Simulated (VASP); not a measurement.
Write the native input for VASP 6.6.1 that does the following.

- Task: relaxation of shape and atoms at fixed volume
- Functional: PBE
- Potentials or basis: VASP PAW PBE potentials, release 64 (Li_sv, H, Ir)
- Cutoff: 600 eV
- k mesh: 8 × 8 × 12
- Occupations: gaussian, width 0.1 eV
- Spin: no spin polarisation
- Dipole correction: no
- Further INCAR settings: ALGO = Normal; EDIFF = 1e-06; IBRION = 2; EDIFFG = -0.01; NSW = 50; ISIF = 4

The structure of Li2H5Ir lies in POSCAR:

```
Li2H5Ir
1.0
    4.7638488399      0.0000000000      0.0000000000
    0.0000000000      4.7638488399      0.0000000000
    0.0000000000      0.0000000000      3.2314546949
Li H Ir
2 5 1
Direct
    0.0000000000      0.5000000000      0.5000000000
    0.5000000000      0.0000000000      0.5000000000
    0.0000000000      0.0000000000      0.5000000000
    0.2466350000      0.2466350000      0.0000000000
    0.7533650000      0.2466350000      0.0000000000
    0.7533650000      0.7533650000      0.0000000000
    0.2466350000      0.7533650000      0.0000000000
    0.0000000000      0.0000000000      0.0000000000
```

This cell differs from its parent crystal: volume scaled by 0.97.

These files were run (other wordings do the same):

INCAR

```
PREC = Accurate ; ENCUT = 600
EDIFF = 1E-6 ; ISMEAR = 0
SIGMA = 0.1 ; LREAL = F
LASPH = T ; NELM = 80
ALGO = Normal ; ISIF = 4
LWAVE = F ; LCHARG = F
GGA = PE ; IBRION = 2
NSW = 50 ; EDIFFG = -0.01
```

KPOINTS

```
regular mesh
0
Gamma
  8 8 12
```

Potentials or basis: VASP PAW PBE potentials, release 64 (Li_sv, H, Ir).

Launch:

```bash
$ cat potpaw_PBE.64/Li_sv/POTCAR potpaw_PBE.64/H/POTCAR potpaw_PBE.64/Ir/POTCAR > POTCAR
$ mpirun -np 1 vasp_std > vasp.out
```

Results of the run:

```
Energy gained by relaxing    : 1.8 meV/atom
Ionic steps                  : 5
Pressure after relaxing      : 1.1 GPa
Largest force after relaxing : 0.003 eV/Å
Band gap on the k mesh       : zero (band 10 reaches 0.92 eV, above the bottom of band 11 at 0.75 eV)
```

Caveat: the cutoff is under 1.25 times the usual one of these potentials, so pressure, stress and relaxed cells hold a basis-set (Pulay) error; spin-orbit coupling is left out, which moves the levels of the heavy elements.

It took 7.8 min on 1 thread of Oxide Virtual Turin-like Processor, on a shared host, peak memory 0.28 GiB.
